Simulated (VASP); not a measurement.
Input of a VASP 6.6.1 run:

Contents of INCAR:

```
PREC     = Accurate       # precision mode
ENCUT    = 600            # plane-wave cutoff, eV
EDIFF    = 1E-7           # SCF threshold, eV
ISMEAR   = -1             # smearing method
SIGMA    = 0.08           # smearing width, eV
LREAL    = False          # projectors in reciprocal space
LASPH    = True           # aspherical terms in the spheres
NELM     = 80             # most SCF steps
ALGO     = Normal         # electronic algorithm
ISIF     = 3              # what is computed and relaxed
LWAVE    = False          # write WAVECAR
LCHARG   = False          # write CHGCAR
GGA      = CA             # functional
IBRION   = 2              # ionic algorithm
NSW      = 32             # ionic steps
EDIFFG   = -0.005         # ionic threshold
PSTRESS  = -6.5
```

File KPOINTS:

```
regular mesh
0
Gamma
  13 13 13
```

POSCAR

```
CuI
1.0
    0.0000000000      2.7695912641      2.7695912641
    2.7695912641      0.0000000000      2.7695912641
    2.7695912641      2.7695912641      0.0000000000
Cu I
1 1
Direct
    0.0000000000      0.0000000000      0.0000000000
    0.5000000000      0.5000000000      0.5000000000
```

Potentials or basis: VASP PAW LDA potentials, release 64 (Cu, I).

Run with:

```console
$ cat potpaw_LDA.64/Cu/POTCAR potpaw_LDA.64/I/POTCAR > POTCAR
$ mpirun -np 1 vasp_std > vasp.out
```

Question: Estimate the band gap on the k mesh.

Answer: Zero (bands 9 and 10 overlap by 0.61 eV).

Question: What does it give for the relaxed volume?

Answer: 21.30 Å³/atom.

Step by step:
| step | energy change (eV) | largest force (eV/Å) | pressure (GPa) | volume (Å³) |
| --- | --- | --- | --- | --- |
| 1 | 0.0000 | 0.0000 | -0.51 | 42.49 |
| 2 | 0.0004 | 0.0000 | -0.67 | 42.61 |

Caveat: the cell is relaxed towards a set pressure, so the run minimises the enthalpy, not the energy; spin-orbit coupling is left out, which moves the levels of the heavy elements.
